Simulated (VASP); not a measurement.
Write the native input for VASP 6.6.1 that does the following.

```
Task                   : single point
Functional             : PBEsol
Potentials or basis    : VASP PAW PBE potentials, release 64 (Al)
Cutoff                 : 400 eV
k mesh                 : 10 × 10 × 1
Occupations            : gaussian, width 0.1 eV
Spin                   : no spin polarisation
Dipole correction      : yes
Further INCAR settings : ALGO = Normal; EDIFF = 1e-06; NBANDS = 12; NELMDL = -8
```

The structure of Al lies in POSCAR:

```
Al
1.0
    2.8227735241      0.0000000000      0.0000000000
    0.0000000000      2.8227735241      0.0000000000
    0.0000000000      0.0000000000     17.9920046013
Al
3
Direct
    0.5000000000      0.5000000000      0.3890617057
    0.0000000000      0.0000000000      0.5030041614
    0.5000000000      0.5000000000      0.6169794614
```

The input as run:

INCAR

```
ALGO = Normal
DIPOL = 0.5 0.5 0.503
EDIFF = 1E-6
ENCUT = 400
GGA = PS
GGA_COMPAT = F
IDIPOL = 3
ISIF = 2
ISMEAR = 0
LASPH = T
LCHARG = F
LDIPOL = T
LREAL = F
LWAVE = F
NBANDS = 12
NELM = 120
NELMDL = -8
PREC = Accurate
SIGMA = 0.1
```

KPOINTS

```
k-points
0
Gamma
  10 10 1
```

Potentials or basis: VASP PAW PBE potentials, release 64 (Al).

Command:

```console
$ cat potpaw_PBE.64/Al/POTCAR > POTCAR
$ mpirun -np 1 vasp_std > vasp.out
```

It gave:

The largest force is 0.084 eV/Å. The band gap on the k mesh is zero (an odd number of electrons rules out a gap without spin polarisation).

Caveat: the PAW data sets were made with another functional, which shifts forces and pressure a little.

Wall time 52 s on 1 thread of Intel Xeon 8259CL, on a shared host, peak memory 0.18 GiB.
